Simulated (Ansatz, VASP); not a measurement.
## MgO: VASP beside Ansatz

The input POSCAR:

```
MgO
1.0
   -0.1020800456      2.0853495038      2.0853495038
    2.0853495038     -0.1020800456      2.0853495038
    2.0853495038      2.0853495038     -0.1020800456
Mg O
1 1
Direct
    0.0000000000      0.0000000000      0.0000000000
    0.5000000000      0.5000000000      0.5000000000
```

File INCAR.step1:

```
ALGO = Normal
EDIFF = 1E-4
ENCUT = 520
GGA = PE
ISMEAR = 0
LASPH = T
LCHARG = F
LREAL = F
LWAVE = T
NBANDS = 11
NELM = 100
PREC = Accurate
SIGMA = 0.05
```

INCAR.step2

```
ALGO = Normal
EDIFF = 1E-6
ENCUT = 520
ISIF = 2
ISMEAR = 0
ISTART = 1
LASPH = T
LCHARG = F
LMIXTAU = T
LREAL = F
LWAVE = F
METAGGA = R2SCAN
NBANDS = 11
NELM = 100
PREC = Accurate
SIGMA = 0.05
```

File KPOINTS:

```
k-points
0
Gamma
  10 10 10
```

Input for Ansatz:

```yaml
crystal:
  lattice:
    - [-0.1020800456, 2.0853495038, 2.0853495038]
    - [2.0853495038, -0.1020800456, 2.0853495038]
    - [2.0853495038, 2.0853495038, -0.1020800456]
  atoms:
    - { symbol: Mg, position: [0.0, 0.0, 0.0] }
    - { symbol: O, position: [0.5, 0.5, 0.5] }
basis:
  ecutwfc: 500
kpoints:
  mp_grid: { grid: [10, 10, 10] }
hamiltonian:
  xc: r2scan
scf:
  occupations: { method: gaussian, width: 0.05 }
output:
  forces: true
  stress: true
  eigenvalues: true
```

Alike in both runs: task single point; functional r2SCAN; k mesh 10 × 10 × 10; occupations gaussian, width 0.05 eV; no spin polarisation.

|  | VASP | Ansatz |
| --- | --- | --- |
| version | VASP 6.6.1 | Ansatz 0.2.0 |
| potentials or method | VASP PAW PBE potentials, release 64 (Mg, O), cutoff 520 eV | scalar-relativistic, plane waves, PAW |
| valence electrons in the cell | 8 | 16 |

```csv
,VASP,Ansatz,Ansatz less VASP
gap on the k mesh at the Fermi level (eV),4.79,4.82,+0.027
least direct gap on the mesh (eV),4.79,4.82,+0.027
pressure (GPa),-8.1,-7.0,+1.12
"traceless stress, the component that is largest in VASP (GPa)",6.48,6.43,-0.046
```

VASP's potentials were made for PBE, not for r2SCAN. VASP's potentials hold 8 valence electrons a cell and Ansatz's 16, so a difference there can come from the potentials and not from the codes.
